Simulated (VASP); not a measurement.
# SnO (P-6m2) in VASP: further runs

Runs on SnO. Level: PBE. Tasks: relaxation of cell and atoms.

Program: VASP 6.6.1. These are calculated values, not measurements. Logs are shortened: lines on timing, memory, paths and dates and some standing lists are left out, and cuts for length are marked.

## 1. The cell of the first run

The structure is hexagonal, space group P-6m2 (No. 187). The conventional cell has a = 4.222 Å, b = 4.222 Å, c = 5.456 Å, α = 90.00°, β = 90.00°, γ = 120.00°. Within 3.2 Å of Sn (site symmetry 3m) lie 3 O at 2.44 Å and 2 Sn at 2.51 to 2.95 Å. Within 3.2 Å of O (site symmetry 3m) lie 3 Sn at 2.44 Å and 2 O at 2.67 to 2.79 Å.

The cell was generated, and may not be a known phase.

## 2. Relaxation of cell and atoms, PBE

File INCAR:

```
PREC = Accurate
ENCUT = 600
EDIFF = 1E-6
ISMEAR = 0
SIGMA = 0.1
LREAL = F
LASPH = T
NELM = 100
ALGO = Normal
ISIF = 3
LWAVE = F
LCHARG = F
GGA = PE
IBRION = 2
NSW = 90
EDIFFG = -0.04
```

File KPOINTS:

```
regular mesh
0
Gamma
  6 6 4
```

File POSCAR:

```
SnO
1.0
    4.2219045500      0.0000000000      0.0000000000
   -2.1109522700      3.6562765900      0.0000000000
    0.0000000000      0.0000000000      5.4560547100
Sn O
2 2
Direct
    0.3333333300      0.6666666700      0.7296472000
    0.3333333300      0.6666666700      0.2703528000
    0.6666666700      0.3333333300      0.7553115200
    0.6666666700      0.3333333300      0.2446884800
```

Potentials or basis: VASP PAW PBE potentials, release 64 (Sn_d, O).

Command:

```
> cat potpaw_PBE.64/Sn_d/POTCAR potpaw_PBE.64/O/POTCAR > POTCAR
> mpirun -np 1 vasp_std > vasp.out
```

OUTCAR:

```text
PREC = Accurate
   ENCUT = 600
   EDIFF = 1E-6
   ISMEAR = 0
   LREAL = F
   LASPH = T
   NELM = 100
   ISIF = 3
   GGA = PE
   IBRION = 2
   NSW = 90
   EDIFFG = -0.04

 ion  position               nearest neighbor table
   1  0.333  0.667  0.730-   3 2.44   3 2.44   3 2.44   2 2.51   2 2.95
   2  0.333  0.667  0.270-   4 2.44   4 2.44   4 2.44   1 2.51   1 2.95
   3  0.667  0.333  0.755-   1 2.44   1 2.44   1 2.44
   4  0.667  0.333  0.245-   2 2.44   2 2.44   2 2.44

  LATTYP: Found a hexagonal cell.
 ALAT       =     4.2219045500
 C/A-ratio  =     1.2923207158

  Lattice vectors:

 A1 = (   4.2219045500,   0.0000000000,   0.0000000000)
 A2 = (  -2.1109522700,   3.6562765900,   0.0000000000)
 A3 = (   0.0000000000,   0.0000000000,   5.4560547100)

Analysis of symmetry for initial positions (statically):
=====================================================================
 Subroutine PRICEL returns:
 Original cell was already a primitive cell.

 Routine SETGRP: Setting up the symmetry group for a
 hexagonal supercell.

 Subroutine GETGRP returns: Found 12 space group operations
 (whereof 12 operations were pure point group operations)
 out of a pool of 24 trial point group operations.

The static configuration has the point symmetry D_3h.

Analysis of symmetry for dynamics (positions and initial velocities):
=====================================================================
 Subroutine PRICEL returns:
 Original cell was already a primitive cell.

 Routine SETGRP: Setting up the symmetry group for a
 hexagonal supercell.

 Subroutine GETGRP returns: Found 12 space group operations
 (whereof 12 operations were pure point group operations)
 out of a pool of 24 trial point group operations.

The dynamic configuration has the point symmetry D_3h.

 Subroutine INISYM returns: Found 12 space group operations
 (whereof 12 operations are pure point group operations),
 and found     1 'primitive' translations

----------------------------------------------------------------------------------------

                                     Primitive cell

  volume of cell :      84.2221

  direct lattice vectors                    reciprocal lattice vectors
     4.221904550  0.000000000  0.000000000     0.236859926  0.136751142  0.000000000
    -2.110952270  3.656276590  0.000000000     0.000000000  0.273502284  0.000000000
     0.000000000  0.000000000  5.456054710     0.000000000  0.000000000  0.183282620

  length of vectors
     4.221904550  4.221904545  5.456054710     0.273502284  0.273502284  0.183282620

  position of ions in fractional coordinates (direct lattice)
     0.333333330  0.666666670  0.729647200
     0.333333330  0.666666670  0.270352800
     0.666666670  0.333333330  0.755311520
     0.666666670  0.333333330  0.244688480

  ion indices of the primitive-cell ions
   primitive index   ion index
                 1           1
                 2           2
                 3           3
                 4           4

----------------------------------------------------------------------------------------

 KPOINTS: regular mesh

Automatic generation of k-mesh.
 Grid dimensions read from file:
 generate k-points for:    6    6    4

 Generating k-lattice:

  Cartesian coordinates                     Fractional coordinates (reciprocal lattice)
     0.039476654  0.022791857  0.000000000     0.166666667 -0.000000000  0.000000000
     0.000000000  0.045583714  0.000000000     0.000000000  0.166666667  0.000000000
     0.000000000  0.000000000  0.045820655     0.000000000  0.000000000  0.250000000

  Length of vectors
     0.045583714  0.045583714  0.045820655

  Shift w.r.t. Gamma in fractional coordinates (k-lattice)
     0.000000000  0.000000000  0.000000000

 Subroutine IBZKPT returns following result:
 ===========================================

 Found     21 irreducible k-points:

 Following reciprocal coordinates:
            Coordinates               Weight
  0.000000  0.000000  0.000000      1.000000
  0.166667  0.000000  0.000000      6.000000
  0.333333  0.000000  0.000000      6.000000
  0.500000 -0.000000  0.000000      3.000000
  0.166667  0.166667  0.000000      6.000000
  0.333333  0.166667  0.000000     12.000000
[... 13 lines left out ...]
  0.333333  0.166667  0.500000     12.000000
  0.333333  0.333333  0.500000      2.000000
   k-points           NKPTS =     21   k-points in BZ     NKDIM =     21   number of bands    NBANDS=     24
   number of dos      NEDOS =    301   number of ions     NIONS =      4
   total plane-waves  NPLWV =  62208
   dimension x,y,z NGX =    36 NGY =   36 NGZ =   48
   dimension x,y,z NGXF=    72 NGYF=   72 NGZF=   96
   ions per type =               2   2
   NGX,Y,Z   is equivalent  to a cutoff of  14.18, 14.18, 14.63 a.u.
   NGXF,Y,Z  is equivalent  to a cutoff of  28.35, 28.35, 29.25 a.u.
 SYSTEM =  unknown system
   PREC   = accura    normal or accurate (medium, high low for compatibility)
   ISTART =      0    job   : 0-new  1-cont  2-samecut
   ICHARG =      2    charge: 1-file 2-atom 10-const
   ISPIN  =      1    spin polarized calculation?
   LNONCOLLINEAR =      F non collinear calculations
   LSORBIT =      F    spin-orbit coupling
   LASPH  =      T    aspherical Exc in radial PAW
   ENCUT  =  600.0 eV  44.10 Ry    6.64 a.u.   8.43  8.43 10.90*2*pi/ulx,y,z
   NELM   =    100;   NELMIN=  2; NELMDL= -5     # of ELM steps
   EDIFF  = 0.1E-05   stopping-criterion for ELM
   LREAL  =      F    real-space projection
   EDIFFG = -.4E-01   stopping-criterion for IOM
   NSW    =     90    number of steps for IOM
   IBRION =      2    ionic relax: 0-MD 1-quasi-New 2-CG
   NFREE  =      1    steps in history (QN), initial steepest desc. (CG)
   ISIF   =      3    stress and relaxation
   ISYM   =      2    0-nonsym 1-usesym 2-fastsym
   POTIM  = 0.5000    time-step for ionic-motion
   TEBEG  =    0.0;   TEEND  =   0.0 temperature during run
   PSTRESS=    0.0 pullay stress
   NELECT =      40.0000    total number of electrons
   NUPDOWN=      -1.0000    fix difference up-down
   EMIN   =  10.00;   EMAX   =-10.00  energy-range for DOS
   EFERMI =   0.00;   METHOD = LEGACY
   ISMEAR =     0;   SIGMA  =   0.10  broadening in eV -4-tet -1-fermi 0-gaus
   EFERMI_NEDOS =   21; number of points for ismear=-14 and -15
   IALGO  =     38    algorithm
   IMIX   =      4    mixing-type and parameters
     AMIX     =   0.40;   BMIX     =  1.00
     AMIX_MAG =   1.60;   BMIX_MAG =  1.00
  volume/ion in A,a.u.               =      21.06       142.09
  Fermi-wavevector in a.u.,A,eV,Ry     =   1.277280  2.413709 22.197145  1.631444
  Thomas-Fermi vector in A             =   2.409888
   LORBIT       =      0    0 simple, 1 ext, 2 COOP (PROOUT), +10 PAW based schemes
   GGA     = PE    functional components
   LHFCALC =     F    Hartree Fock is set to
   AEXX    =    0.0000 exact exchange contribution
   IVDW    =     0    specifies the selected vdW correction
   LEPSILON=     F    determine dielectric tensor
   LRPA    =     F    only Hartree local field effects (RPA)
 conjugate gradient relaxation of ions
 non-spin polarized calculation
 Gauss-broadening in eV      SIGMA  =   0.10
  energy-cutoff  :      600.00
  volume of cell :       84.22
 maximum number of plane-waves:      2847
 NGX is ok and might be reduce to    36
   NGX = 17   NGY = 17   NGZ = 21

--------------------------------------- Ionic step        1  -------------------------------------------

 number of electron      40.0000010 magnetization

 Free energy of the ion-electron system (eV)
  ---------------------------------------------------
  ext. energy  EPLUGINS =         0.00000000
  ---------------------------------------------------
  free energy    TOTEN  =       -18.76902260 eV

  energy without entropy =      -18.75568213  energy(sigma->0) =      -18.76235237

------------------------ aborting loop because EDIFF is reached ----------------------------------------

  FORCE on cell =-STRESS in cart. coord.  units (eV):
  Direction    XX          YY          ZZ          XY          YZ          ZX
  --------------------------------------------------------------------------------------
  -------------------------------------------------------------------------------------
  Total      -10.5821326    -10.5821326     12.1396985     -0.0000000      0.0000000      0.0000000
  in kB     -201.3064139   -201.3064136    230.9363598     -0.0000003      0.0000000      0.0000000
  external PRESSURE =     -57.2254893 kB  Pullay stress =       0.0000000 kB
[... 95 lines left out ...]
  FREE ENERGIE OF THE ION-ELECTRON SYSTEM (eV)
  ---------------------------------------------------
  free  energy   TOTEN  =       -21.0882968493 eV

  energy  without entropy=      -21.0870674416  energy(sigma->0) =      -21.08768215

[... ionic steps 4 to 8 ...]

--------------------------------------- Ionic step        9  -------------------------------------------

 number of electron      40.0000006 magnetization

------------------------ aborting loop because EDIFF is reached ----------------------------------------

  FORCE on cell =-STRESS in cart. coord.  units (eV):
  Direction    XX          YY          ZZ          XY          YZ          ZX
  --------------------------------------------------------------------------------------
  -------------------------------------------------------------------------------------
  Total        0.0787255      0.0787255     -0.0125376      0.0000000      0.0000000      0.0000000
  in kB        1.6734478      1.6734478     -0.2665084      0.0000000      0.0000000      0.0000000
  external PRESSURE =       1.0267957 kB  Pullay stress =       0.0000000 kB
[... 61 lines left out ...]
  energy  without entropy=      -21.1545806801  energy(sigma->0) =      -21.15476456

--------------------------------------- Ionic step       11  -------------------------------------------

 number of electron      40.0000005 magnetization

 Free energy of the ion-electron system (eV)
  ---------------------------------------------------
  ext. energy  EPLUGINS =         0.00000000
  ---------------------------------------------------
  free energy    TOTEN  =       -21.15504082 eV

  energy without entropy =      -21.15469942  energy(sigma->0) =      -21.15487012

 E-fermi :   5.8854     XC(G=0):  -9.8551

 val. band max:        5.7442875533   @ k =   0.3333   0.3333   0.0000
 cond. band min:       6.0491339432   @ k =   0.1667   0.1667   0.0000
 fundamental gap:      0.3048463898
 Fermi energy:         5.8854170353

 k-point     1 :       0.0000    0.0000    0.0000
  band No.  band energies     occupation
      1     -15.7475      2.00000
      2     -15.5077      2.00000
      3     -15.5077      2.00000
      4     -15.4920      2.00000
      5     -15.4920      2.00000
      6     -15.4641      2.00000
[... 587 lines left out ...]
  FREE ENERGIE OF THE ION-ELECTRON SYSTEM (eV)
  ---------------------------------------------------
  free  energy   TOTEN  =       -21.1550408185 eV

  energy  without entropy=      -21.1546994210  energy(sigma->0) =      -21.15487012

 reached required accuracy - stopping structural energy minimisation
```

Run time: 2.6 min. Hardware: 1 thread of Intel Xeon 6975P-C (Granite Rapids), shared host; peak memory 0.27 GiB.

Results:

* Free energy: -21.1550 eV
* Relaxed volume: 18.84 Å³/atom
* Relaxed cell: a = 3.787 Å, b = 3.787 Å, c = 6.067 Å, α = 90.00°, β = 90.00°, γ = 120.00°
* Space group after relaxing (to 0.1 Å): P-6m2 (No. 187)
* Energy gained by relaxing: 596.5 meV/atom
* Ionic steps: 11
* Pressure after relaxing: 0.0 GPa
* Largest force after relaxing: 0.027 eV/Å
* Band gap on the k mesh: 0.30 eV (least direct gap 0.54 eV)

Forces in eV/Å, atoms in the order of the input:
```
Sn   0.000  0.000  0.010
Sn   0.000  0.000 -0.010
O    0.000  0.000 -0.027
O    0.000  0.000  0.027
```

The path:
| step | energy change (eV) | largest force (eV/Å) | pressure (GPa) | volume (Å³) |
| --- | --- | --- | --- | --- |
| 1 | 0.0000 | 4.4191 | -5.72 | 84.22 |
| 2 | -2.1017 | 1.1278 | 6.70 | 73.48 |
| 3 | -2.3193 | 0.9378 | -1.02 | 76.33 |
| 4 | -2.3648 | 0.3053 | 1.51 | 74.87 |
| 5 | -2.3666 | 0.3968 | 1.11 | 75.11 |
| 6 | -2.3835 | 0.0777 | -0.46 | 76.09 |
| 7 | -2.3835 | 0.0782 | -0.51 | 76.10 |
| 8 | -2.3853 | 0.0687 | -0.09 | 75.61 |
| 9 | -2.3854 | 0.0639 | 0.10 | 75.37 |
| 10 | -2.3859 | 0.0414 | 0.04 | 75.37 |
| 11 | -2.3860 | 0.0267 | -0.01 | 75.36 |

Final structure:
```
CELL_PARAMETERS angstrom
3.78743 0.00000 0.00000
-1.89371 3.28001 0.00000
0.00000 0.00000 6.06658
ATOMIC_POSITIONS crystal
Sn 0.33333 0.66667 0.74999
Sn 0.33333 0.66667 0.25001
O 0.66667 0.33333 0.75087
O 0.66667 0.33333 0.24913
```

Caveat: semilocal functionals underestimate gaps, and a narrow one can read as zero; spin-orbit coupling is left out, which moves the levels of the heavy elements. A k mesh can miss the band edges.

(Continued in part 2 of 2.)

The gap in the log of VASP goes by the Fermi energy; the results here count the filled bands.